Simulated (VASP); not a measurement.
# PbS (Imm2) in VASP: notebook, part 2 of 2

VASP 6.6.1.

### 4 Single point, r2SCAN

POSCAR reads:

```
PbS
1.0
    0.0000000000      2.9650000000      2.9650000000
    2.9650000000      0.0000000000      2.9650000000
    2.9650000000      2.9650000000      0.0000000000
Pb S
1 1
Direct
    0.0000000000      0.0000000000     -0.0119242290
    0.5000000000      0.5000000000      0.5000000000
```

INCAR.step1 reads:

```
PREC = Accurate ; ENCUT = 520
ISMEAR = 0 ; SIGMA = 0.05
LREAL = F ; LASPH = T
NELM = 100 ; NBANDS = 17
GGA = PE ; ALGO = Normal
EDIFF = 1E-4 ; LWAVE = T
LCHARG = F
```

INCAR.step2 reads:

```
PREC = Accurate ; ENCUT = 520
EDIFF = 1E-6 ; ISMEAR = 0
SIGMA = 0.05 ; LREAL = F
LASPH = T ; NELM = 100
ALGO = Normal ; ISIF = 2
LWAVE = F ; LCHARG = F
METAGGA = R2SCAN ; LMIXTAU = T
NBANDS = 17 ; ISTART = 1
```

KPOINTS reads:

```
regular mesh
0
Gamma
  8 8 8
```

Potentials or basis: VASP PAW PBE potentials, release 64 (Pb_d, S).

The run is started by

```console
cat potpaw_PBE.64/Pb_d/POTCAR potpaw_PBE.64/S/POTCAR > POTCAR
cp INCAR.step1 INCAR
mpirun -np 1 vasp_std > vasp.out
cp INCAR.step2 INCAR
mpirun -np 1 vasp_std > vasp.out
```

OUTCAR:

```text
PREC = Accurate
   ENCUT = 520
   EDIFF = 1E-6
   ISMEAR = 0
   LREAL = F
   LASPH = T
   NELM = 100
   ISIF = 2
   METAGGA = R2SCAN
   ISTART = 1

 ion  position               nearest neighbor table
   1  0.000  0.000  0.988-   2 2.93   2 2.93   2 2.97   2 2.97   2 3.00   2 3.00
   2  0.500  0.500  0.500-   1 2.93   1 2.93   1 2.97   1 2.97   1 3.00   1 3.00

  LATTYP: Found a face centered cubic cell.
 ALAT       =     5.9300000000

  Lattice vectors:

 A1 = (   0.0000000000,   2.9650000000,   2.9650000000)
 A2 = (   2.9650000000,   0.0000000000,   2.9650000000)
 A3 = (   2.9650000000,   2.9650000000,   0.0000000000)

Analysis of symmetry for initial positions (statically):
=====================================================================
 Subroutine PRICEL returns:
 Original cell was already a primitive cell.

 Routine SETGRP: Setting up the symmetry group for a
 face centered cubic supercell.

 Subroutine GETGRP returns: Found  4 space group operations
 (whereof  4 operations were pure point group operations)
 out of a pool of 48 trial point group operations.

The static configuration has the point symmetry C_2v.

Analysis of symmetry for dynamics (positions and initial velocities):
=====================================================================
 Subroutine PRICEL returns:
 Original cell was already a primitive cell.

 Routine SETGRP: Setting up the symmetry group for a
 face centered cubic supercell.

 Subroutine GETGRP returns: Found  4 space group operations
 (whereof  4 operations were pure point group operations)
 out of a pool of 48 trial point group operations.

The dynamic configuration has the point symmetry C_2v.

 Subroutine INISYM returns: Found  4 space group operations
 (whereof  4 operations are pure point group operations),
 and found     1 'primitive' translations

[... 111 lines left out ...]
   IALGO  =     38    algorithm
   IMIX   =      4    mixing-type and parameters
     AMIX     =   0.40;   BMIX     =  1.00
     AMIX_MAG =   1.60;   BMIX_MAG =  1.00
  volume/ion in A,a.u.               =      26.07       175.90
  Fermi-wavevector in a.u.,A,eV,Ry     =   1.189552  2.247928 19.252709  1.415034
  Thomas-Fermi vector in A             =   2.325657
   LORBIT       =      0    0 simple, 1 ext, 2 COOP (PROOUT), +10 PAW based schemes
   METAGGA = R2SCAN    functional components
   LHFCALC =     F    Hartree Fock is set to
   AEXX    =    0.0000 exact exchange contribution
   IVDW    =     0    specifies the selected vdW correction
   LEPSILON=     F    determine dielectric tensor
   LRPA    =     F    only Hartree local field effects (RPA)
 non-spin polarized calculation
 Gauss-broadening in eV      SIGMA  =   0.05
  energy-cutoff  :      520.00
  volume of cell :       52.13
 maximum number of plane-waves:      1424
   NGX = 15   NGY = 15   NGZ = 15

 number of electron      19.9999999 magnetization

 Free energy of the ion-electron system (eV)
  ---------------------------------------------------
  ext. energy  EPLUGINS =         0.00000000
  ---------------------------------------------------
  free energy    TOTEN  =       -65.60639951 eV

  energy without entropy =      -65.60639951  energy(sigma->0) =      -65.60639951

 E-fermi :   5.9330     XC(G=0): -10.2586

 val. band max:        5.7203141828   @ k =   0.5000   0.0000   0.0000
 cond. band min:       6.3436698494   @ k =   0.5000   0.0000   0.0000
 fundamental gap:      0.6233556666
 Fermi energy:         5.9329814415

 k-point     1 :       0.0000    0.0000    0.0000
  band No.  band energies     occupation
      1     -11.7394      2.00000
      2     -11.7390      2.00000
      3     -11.7388      2.00000
      4     -11.7237      2.00000
      5     -11.7236      2.00000
      6      -8.5138      2.00000
[... 457 lines left out ...]
      4     -11.6984      2.00000
      5     -11.6972      2.00000
      6      -7.2866      2.00000
[... 9 lines left out ...]
     16      16.3621      0.00000
     17      17.2938      0.00000

 [... further k-points ...]

------------------------ aborting loop because EDIFF is reached ----------------------------------------

  FORCE on cell =-STRESS in cart. coord.  units (eV):
  Direction    XX          YY          ZZ          XY          YZ          ZX
  --------------------------------------------------------------------------------------
  -------------------------------------------------------------------------------------
  Total        0.4521897      0.4521897      0.4359826      0.0051380      0.0000000      0.0000000
  in kB       13.8971967     13.8971967     13.3991003      0.1579077      0.0000000      0.0000000
  external PRESSURE =      13.7311646 kB  Pullay stress =       0.0000000 kB

 VOLUME and BASIS-vectors are now :
 -----------------------------------------------------------------------------
  energy-cutoff  :      520.00
  volume of cell :       52.13
      direct lattice vectors                 reciprocal lattice vectors
     0.000000000  2.965000000  2.965000000    -0.168634064  0.168634064  0.168634064
     2.965000000  0.000000000  2.965000000     0.168634064 -0.168634064  0.168634064
     2.965000000  2.965000000  0.000000000     0.168634064  0.168634064 -0.168634064

 POSITION                                       TOTAL-FORCE (eV/Angst)
 -----------------------------------------------------------------------------------
      2.92964      2.92964      0.00000         0.015789      0.015789      0.000000
      2.96500      2.96500      2.96500        -0.015789     -0.015789      0.000000
 -----------------------------------------------------------------------------------
    total drift:                                0.000006      0.000006      0.000000

  FREE ENERGIE OF THE ION-ELECTRON SYSTEM (eV)
  ---------------------------------------------------
  free  energy   TOTEN  =       -65.6063995082 eV

  energy  without entropy=      -65.6063995082  energy(sigma->0) =      -65.60639951
```

OSZICAR.step1:

```text
N       E                     dE             d eps       ncg     rms          rms(c)
DAV:   1     0.159932417686E+03    0.15993E+03   -0.96654E+03  3230   0.123E+03
DAV:   2     0.334258887164E+01   -0.15659E+03   -0.15094E+03  3477   0.319E+02
DAV:   3    -0.891917059109E+01   -0.12262E+02   -0.12176E+02  4192   0.933E+01
DAV:   4    -0.922497107809E+01   -0.30580E+00   -0.30550E+00  4205   0.161E+01
DAV:   5    -0.923611561858E+01   -0.11145E-01   -0.11144E-01  4746   0.299E+00    0.465E+00
DAV:   6    -0.875097178848E+01    0.48514E+00   -0.13764E+00  5101   0.799E+00    0.327E+00
DAV:   7    -0.875147956839E+01   -0.50778E-03   -0.14299E-01  3910   0.189E+00    0.187E+00
DAV:   8    -0.875509573218E+01   -0.36162E-02   -0.16084E-02  3899   0.137E+00    0.242E-01
DAV:   9    -0.875463861353E+01    0.45712E-03   -0.32339E-03  5062   0.502E-01    0.858E-02
DAV:  10    -0.875481553547E+01   -0.17692E-03   -0.36207E-04  3704   0.116E-01    0.523E-02
DAV:  11    -0.875482452885E+01   -0.89934E-05   -0.57043E-05  3218   0.847E-02
   1 F= -.87548245E+01 E0= -.87548245E+01  d E =-.332219E-09
```

Run time: 4.9 min. Hardware: 1 thread of Intel Xeon 8259CL, shared host; peak memory 0.24 GiB.

Results:

```yaml
Free_energy: -65.6064 eV
Pressure: 1.4 GPa
Largest_force: 0.022 eV/Å
Band_gap_on_the_k_mesh: 0.62 eV
```

Forces on the atoms (eV/Å):
```
Pb   0.016  0.016  0.000
S   -0.016 -0.016  0.000
```

Levels at points of the mesh, in eV from the valence-band top:
| k point | band 8 | band 9 | band 10 | band 11 | band 12 | band 13 |
| --- | --- | --- | --- | --- | --- | --- |
| (0.00, 0.00, 0.00) | -2.35 | -2.34 | -2.34 | 5.53 | 5.53 | 5.55 |
| (0.50, 0.00, 0.00) | -1.95 | -1.95 | 0.00 | 0.62 | 2.18 | 2.18 |
| (0.00, 0.00, 0.50) | -1.95 | -1.94 | -0.02 | 0.64 | 2.17 | 2.18 |
| (0.50, 0.50, 0.00) | -5.40 | -3.63 | -3.62 | 4.11 | 6.00 | 6.09 |
| (0.00, 0.50, 0.50) | -5.39 | -3.63 | -3.63 | 4.12 | 6.01 | 6.09 |

Caveat: the PAW data sets were made with another functional, which shifts forces and pressure a little; spin-orbit coupling is left out, which moves the levels of the heavy elements. A k mesh can miss the band edges.

### 5 Overview

```tsv
cell	gap on the mesh (eV)	pressure (GPa)	largest force (eV/Å)
as given, atomic positions A	0.64	1.5	0.05
as given, atomic positions B	0.63	1.4	0.04
as given, atomic positions C	0.62	1.4	0.02
```

Alike in all rows: task single point; level r2SCAN; potentials or basis VASP PAW PBE potentials, release 64 (Pb_d, S); no spin polarisation; k mesh 8 × 8 × 8; cutoff (eV) 520; smearing gaussian 0.05 eV.

Caveats: the PAW data sets were made with another functional, which shifts forces and pressure a little; spin-orbit coupling is left out, which moves the levels of the heavy elements.

Absolute energies hang on the potentials; compare differences alone.
